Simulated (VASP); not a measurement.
A run of VASP 6.6.1 is set up as follows.

The input INCAR:

```
PREC = Accurate ; ENCUT = 500
EDIFF = 1E-6 ; ISMEAR = -1
SIGMA = 0.05 ; LREAL = F
LASPH = T ; NELM = 120
ALGO = Normal ; ISIF = 2
LWAVE = F ; LCHARG = F
GGA = PS ; NBANDS = 12
GGA_COMPAT = F
```

The input KPOINTS:

```
Automatic mesh
0
Gamma
  8 8 8
```

File POSCAR:

```
Cd
1.0
   -1.7408147607      1.7408147607      1.7408147607
    1.7408147607     -1.7408147607      1.7408147607
    1.7408147607      1.7408147607     -1.7408147607
Cd
1
Direct
    0.0000000000      0.0000000000      0.0000000000
```

Potentials or basis: VASP PAW PBE potentials, release 64 (Cd).

Launch:

```bash
$ cat potpaw_PBE.64/Cd/POTCAR > POTCAR
$ mpirun -np 1 vasp_std > vasp.out
```

(1) Predict the pressure.

(2) Estimate the band gap on the k mesh.

Answers

(1) 0.4 GPa.

(2) zero (bands 6 and 7 overlap by 4.30 eV).

Caveat: the PAW data sets were made with another functional, which shifts forces and pressure a little.
